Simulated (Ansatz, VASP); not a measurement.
## Two plane-wave programs on ZrO5

Contents of INCAR:

```
ALGO = Normal ; EDIFF = 1E-7
EDIFFG = -0.04 ; ENCUT = 600
GGA = PE ; IBRION = 2
ISIF = 3 ; ISMEAR = 0
LASPH = T ; LCHARG = F
LREAL = F ; LWAVE = F
NELM = 100 ; NSW = 90
PREC = Accurate ; SIGMA = 0.1
```

The input KPOINTS:

```
k-points
0
Gamma
  6 6 4
```

File POSCAR:

```
ZrO5
1.0
    4.1710721552      0.0000000000      0.0000000000
   -2.0855360776      3.6122544474      0.0000000000
    0.0000000000      0.0000000000      4.1290459817
Zr O
1 5
Direct
    0.0000000000      0.0000000000      0.0000000000
    0.3333333333      0.6666666667      0.1669841044
    0.3333333333      0.6666666667      0.8330158956
    0.6666666667      0.3333333333      0.8330158956
    0.6666666667      0.3333333333      0.1669841044
    0.0000000000      0.0000000000      0.5000000000
```

Input for Ansatz:

```yaml
crystal:
  lattice:
    - [4.1710721552, 0.0, 0.0]
    - [-2.0855360776, 3.6122544474, 0.0]
    - [0.0, 0.0, 4.1290459817]
  atoms:
    - { symbol: Zr, position: [0.0, 0.0, 0.0] }
    - { symbol: O, position: [0.3333333333, 0.6666666667, 0.1669841044] }
    - { symbol: O, position: [0.3333333333, 0.6666666667, 0.8330158956] }
    - { symbol: O, position: [0.6666666667, 0.3333333333, 0.8330158956] }
    - { symbol: O, position: [0.6666666667, 0.3333333333, 0.1669841044] }
    - { symbol: O, position: [0.0, 0.0, 0.5] }
basis:
  ecutwfc: 420
kpoints:
  mp_grid: { grid: [6, 6, 4] }
hamiltonian:
  xc: pbe
scf:
  occupations: { method: gaussian, width: 0.1 }
  lower_state_search: "off"
output:
  forces: true
  stress: true
  eigenvalues: true
relax:
  adjacent_minimum: "off"
  f_tol: 0.04
  max_steps: 70
  cell: { stress_tol: 0.4 }
```

Alike in both runs: task relaxation of cell and atoms; functional PBE; k mesh 6 × 6 × 4; occupations gaussian, width 0.1 eV; no spin polarisation.

|  | VASP | Ansatz |
| --- | --- | --- |
| version | VASP 6.6.1 | Ansatz 0.2.0 |
| potentials or method | VASP PAW PBE potentials, release 64 (Zr_sv, O), cutoff 600 eV | scalar-relativistic, plane waves, PAW |
| valence electrons in the cell | 42 | 42 |

```csv
,VASP,Ansatz,Ansatz less VASP
"gap on the k mesh at the Fermi level, each at its own relaxed structure (eV)",none,none,-
relaxed volume (Å³/atom),10.34,10.37,+0.028
relaxed cell length with the largest relative difference (Å),4.191,4.199,+0.0080
```

A gap of «none» marks a metal or a gap that the smearing closes.

The k mesh is coarse, so the values compare programs but aren't converged.
